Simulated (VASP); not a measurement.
# HC10 in VASP: single point with PBEsol

Aim: the single point of HC10 with PBEsol.

All numbers are computed with VASP 6.6.1; they aren't measurements. Logs are shortened: lines on timing, memory, paths and dates and some standing lists are left out, and cuts for length are marked.

**1. The cell of the first run**

The cell holds a slab with vacuum, 11 atoms: a = 2.513 Å, b = 2.513 Å, c = 26.996 Å, α = 90.00°, β = 90.00°, γ = 90.00°.

**2. Single point, PBEsol, collinear spin**

The input, INCAR:

```
SYSTEM = HC10
ALGO = Normal
DIPOL = 0.5 0.5 0.480
EDIFF = 1E-7
ENCUT = 520
GGA = PS
IDIPOL = 3
ISIF = 2
ISMEAR = 0
ISPIN = 2
LASPH = .True.
LCHARG = .False.
LDIPOL = .True.
LORBIT = 11
LREAL = .False.
LWAVE = .False.
MAGMOM = 0 0 0 0 0 0 0 0 0 0 1
NBANDS = 36
NELM = 150
PREC = Accurate
SIGMA = 0.05
```

The input, KPOINTS:

```
k-points
0
Gamma
  11 11 1
  0 0 0
```

The input, POSCAR:

```
HC10
1.0
    2.5129226041      0.0000000000      0.0000000000
    0.0000000000      2.5129226041      0.0000000000
    0.0000000000      0.0000000000     26.9960707628
C H
10 1
Direct
    0.0000000000      0.5000000000      0.3148606356
    0.0000000000      0.0000000000      0.3477710660
    0.5000000000      0.0000000000      0.3806814963
    0.5000000000      0.5000000000      0.4135919267
    0.0000000000      0.5000000000      0.4465023571
    0.0000000000      0.0000000000      0.4793405610
    0.5000000000      0.0000000000      0.5123856835
    0.5000000000      0.5000000000      0.5449029537
    0.0000000000      0.5000000000      0.5797650097
    0.0000000000      0.0000000000      0.6088889355
    0.0000000000      0.0000000000      0.6493184826
```

Potentials or basis: VASP PAW PBE potentials, release 64 (C, H).

The run is started by

```sh
$ cat potpaw_PBE.64/C/POTCAR potpaw_PBE.64/H/POTCAR > POTCAR
$ mpirun -np 1 vasp_std > vasp.out
```

OUTCAR:

```text
SYSTEM = HC10
   EDIFF = 1E-7
   ENCUT = 520
   GGA = PS
   ISIF = 2
   ISMEAR = 0
   ISPIN = 2
   LASPH = .True.
   LORBIT = 11
   LREAL = .False.
   NELM = 150
   PREC = Accurate

 ion  position               nearest neighbor table
   1  0.000  0.500  0.315-   2 1.54   2 1.54
   2  0.000  0.000  0.348-   3 1.54   3 1.54   1 1.54   1 1.54
   3  0.500  0.000  0.381-   2 1.54   2 1.54   4 1.54   4 1.54
   4  0.500  0.500  0.414-   3 1.54   5 1.54   3 1.54   5 1.54
   5  0.000  0.500  0.447-   6 1.54   6 1.54   4 1.54   4 1.54
   6  0.000  0.000  0.479-   5 1.54   5 1.54   7 1.54   7 1.54
   7  0.500  0.000  0.512-   8 1.53   8 1.53   6 1.54   6 1.54
   8  0.500  0.500  0.545-   7 1.53   7 1.53   9 1.57   9 1.57
   9  0.000  0.500  0.580-  10 1.48  10 1.48   8 1.57   8 1.57
  10  0.000  0.000  0.609-  11 1.09   9 1.48   9 1.48
  11  0.000  0.000  0.649-  10 1.09

  LATTYP: Found a simple tetragonal cell.
 ALAT       =     2.5129226041
 C/A-ratio  =    10.7428978190

  Lattice vectors:

 A1 = (   2.5129226041,   0.0000000000,   0.0000000000)
 A2 = (   0.0000000000,   2.5129226041,   0.0000000000)
 A3 = (   0.0000000000,   0.0000000000,  26.9960707628)

Analysis of symmetry for initial positions (statically):
=====================================================================
 Subroutine PRICEL returns:
 Original cell was already a primitive cell.

 Routine SETGRP: Setting up the symmetry group for a
 simple tetragonal supercell.

 Subroutine GETGRP returns: Found  4 space group operations
 (whereof  4 operations were pure point group operations)
 out of a pool of 16 trial point group operations.

The static configuration has the point symmetry C_2v.

Analysis of symmetry for dynamics (positions and initial velocities):
=====================================================================
 Subroutine PRICEL returns:
 Original cell was already a primitive cell.

 Routine SETGRP: Setting up the symmetry group for a
 simple tetragonal supercell.

 Subroutine GETGRP returns: Found  4 space group operations
 (whereof  4 operations were pure point group operations)
 out of a pool of 16 trial point group operations.

The dynamic configuration has the point symmetry C_2v.

Analysis of structural, dynamic, and magnetic symmetry:
=====================================================================
 Subroutine PRICEL returns:
 Original cell was already a primitive cell.

 Routine SETGRP: Setting up the symmetry group for a
 simple tetragonal supercell.
[... 187 lines left out ...]
      2     -20.6086      1.00000
      3     -18.9959      1.00000
      4     -16.8803      1.00000
      5     -14.3373      1.00000
      6     -11.6920      1.00000
[... 829 lines left out ...]
     31       9.5467      0.00000
     32       9.9571      0.00000

 [... further k-points ...]

 spin component 2

 k-point     1 :       0.0000    0.0000    0.0000
  band No.  band energies     occupation
      1     -21.7359      1.00000
      2     -20.6086      1.00000
      3     -18.9959      1.00000
      4     -16.8803      1.00000
      5     -14.3373      1.00000
      6     -11.6920      1.00000
[... 829 lines left out ...]
     31       9.5494      0.00000
     32       9.9617      0.00000

 [... further k-points ...]

 [bands above 32 left out]

------------------------ aborting loop because EDIFF is reached ----------------------------------------

 vacuum level on the upper side and lower side of the slab       (xc-potential included)        -2.296         2.199

  FORCE on cell =-STRESS in cart. coord.  units (eV):
  Direction    XX          YY          ZZ          XY          YZ          ZX
  --------------------------------------------------------------------------------------
  -------------------------------------------------------------------------------------
  Total       -5.9532990     -0.3663304     -1.6067022      0.0000000      0.0000000      0.0000000
  in kB      -55.9512114     -3.4429027    -15.1003560      0.0000000      0.0000000      0.0000000
  external PRESSURE =     -24.8314900 kB  Pullay stress =       0.0000000 kB

 VOLUME and BASIS-vectors are now :
 -----------------------------------------------------------------------------
  energy-cutoff  :      520.00
  volume of cell :      170.47
      direct lattice vectors                 reciprocal lattice vectors
     2.512922604  0.000000000  0.000000000     0.397943016  0.000000000  0.000000000
     0.000000000  2.512922604  0.000000000     0.000000000  0.397943016  0.000000000
     0.000000000  0.000000000 26.996070763     0.000000000  0.000000000  0.037042428

 POSITION                                       TOTAL-FORCE (eV/Angst)
 -----------------------------------------------------------------------------------
      0.00000      1.25646      8.50000         0.000000      0.000000      2.198066
      0.00000      0.00000      9.38845         0.000000      0.000000     -2.379273
      1.25646      0.00000     10.27690         0.000000      0.000000      0.240081
      1.25646      1.25646     11.16536         0.000000      0.000000     -0.132127
      0.00000      1.25646     12.05381         0.000000      0.000000      0.022569
      0.00000      0.00000     12.94031         0.000000      0.000000     -0.002467
      1.25646      0.00000     13.83240         0.000000      0.000000      0.005579
      1.25646      1.25646     14.71024         0.000000      0.000000      0.002079
      0.00000      1.25646     15.65138         0.000000      0.000000     -0.001927
      0.00000      0.00000     16.43761         0.000000      0.000000      0.023556
      0.00000      0.00000     17.52905         0.000000      0.000000      0.023863
 -----------------------------------------------------------------------------------
    total drift:                                0.000000      0.000000      0.000037

  FREE ENERGIE OF THE ION-ELECTRON SYSTEM (eV)
  ---------------------------------------------------
  free  energy   TOTEN  =       -94.9165387318 eV

  energy  without entropy=      -94.9146285608  energy(sigma->0) =      -94.91558365

 vacuum level on the upper side and lower side of the slab         2.783         7.362

 total charge

# of ion       s       p       d       tot
------------------------------------------
    1        0.870   1.381   0.000   2.251
    2        0.826   1.727   0.000   2.553
    3        0.831   1.731   0.000   2.561
    4        0.827   1.750   0.000   2.578
    5        0.827   1.752   0.000   2.579
    6        0.827   1.748   0.000   2.575
    7        0.827   1.757   0.000   2.584
    8        0.836   1.707   0.000   2.544
    9        0.826   1.751   0.000   2.577
   10        0.854   1.670   0.000   2.525
   11        0.631   0.048   0.000   0.679
--------------------------------------------------
tot          8.983  17.022   0.000  26.005

 magnetization (x)

# of ion       s       p       d       tot
------------------------------------------
    1        0.000   0.000   0.000   0.000
    2        0.000   0.000   0.000   0.000
    3       -0.000   0.000   0.000   0.000
    4        0.000   0.000   0.000   0.000
    5        0.000   0.000   0.000   0.000
    6       -0.000   0.000   0.000   0.000
    7        0.000   0.000   0.000   0.000
    8       -0.000  -0.000   0.000  -0.000
    9        0.000   0.000   0.000   0.000
   10       -0.000  -0.000   0.000  -0.000
   11        0.000   0.000   0.000   0.000
--------------------------------------------------
tot          0.000   0.000   0.000   0.000
```

OSZICAR:

```text
N       E                     dE             d eps       ncg     rms          rms(c)
DAV:   1     0.240109704216E+03    0.24011E+03   -0.18508E+04  5200   0.974E+02
DAV:   2    -0.720704923185E+02   -0.31218E+03   -0.29254E+03  7128   0.239E+02
DAV:   3    -0.968226151715E+02   -0.24752E+02   -0.24380E+02  6608   0.664E+01
[... 34 lines left out ...]
DAV:  38    -0.949165287338E+02   -0.13845E-04   -0.33556E-07  4944   0.167E-03    0.595E-04
DAV:  39    -0.949165346247E+02   -0.58909E-05   -0.42687E-07  5200   0.163E-03    0.370E-04
DAV:  40    -0.949165369840E+02   -0.23593E-05   -0.67739E-08  4876   0.847E-04    0.319E-04
DAV:  41    -0.949165383560E+02   -0.13720E-05   -0.39581E-08  5000   0.533E-04    0.224E-04
DAV:  42    -0.949165387513E+02   -0.39531E-06   -0.11893E-08  4672   0.331E-04    0.119E-04
DAV:  43    -0.949165387318E+02    0.19530E-07   -0.38251E-09  4972   0.218E-04
   1 F= -.94916539E+02 E0= -.94915584E+02  d E =-.191017E-02  mag=     0.0000
```

Run time: 34 min. Hardware: 1 thread of AMD EPYC 7R13, shared host; peak memory 0.51 GiB.

What came out:

* Free energy: -94.9165 eV
* Largest force: 2.379 eV/Å
* Net moment: 0.00 μB per cell
* Valence electrons inside the program's atomic spheres: C 2.25, 2.55, 2.56, 2.58, 2.54, 2.52 (each value once); H 0.68

Forces in eV/Å, atoms in the order of the input:
```
C    0.000  0.000  2.198
C    0.000  0.000 -2.379
C    0.000  0.000  0.240
C    0.000  0.000 -0.132
C    0.000  0.000  0.023
C    0.000  0.000 -0.002
C    0.000  0.000  0.006
C    0.000  0.000  0.002
C    0.000  0.000 -0.002
C    0.000  0.000  0.024
H    0.000  0.000  0.024
```

Caveat: the PAW data sets were made with another functional, which shifts forces and pressure a little.
